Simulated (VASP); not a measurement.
A run of VASP 6.6.1:

File INCAR:

```
PREC = Accurate
ENCUT = 520
EDIFF = 1E-6
ISMEAR = 0
SIGMA = 0.05
LREAL = F
LASPH = T
NELM = 100
ALGO = Normal
ISIF = 2
LWAVE = F
LCHARG = F
LDIPOL = T
IDIPOL = 3
DIPOL = 0.5 0.5 0.500
GGA = PS
NBANDS = 36
```

Contents of KPOINTS:

```
regular mesh
0
Gamma
  9 9 1
```

Contents of POSCAR:

```
GaAs
1.0
    4.0010046524      0.0000000000      0.0000000000
   -2.0005023262      3.4649716696      0.0000000000
    0.0000000000      0.0000000000     24.3503148927
As Ga
3 3
Direct
    0.0000000000      0.0000000000      0.3490714612
    0.3333333333      0.6666666667      0.4832301624
    0.6666666667      0.3333333333      0.6202553564
    0.3333333333      0.6666666667      0.3826111365
    0.6666666667      0.3333333333      0.5145795874
    0.0000000000      0.0000000000      0.6494247561
```

Potentials or basis: VASP PAW PBE potentials, release 64 (As, Ga_d).

The run is started by

```console
$ cat potpaw_PBE.64/As/POTCAR potpaw_PBE.64/Ga_d/POTCAR > POTCAR
$ mpirun -np 1 vasp_std > vasp.out
```

Hardware: 1 thread of Intel(R) Xeon(R) Platinum 8488C (Sapphire Rapids), on a shared host.

**Question.** How long does it take, and how much memory?

**Answer.** It took 4.7 min on 1 thread of Intel(R) Xeon(R) Platinum 8488C (Sapphire Rapids), on a shared host, peak memory 0.48 GiB. Counts: scf iterations 28, k points 12.
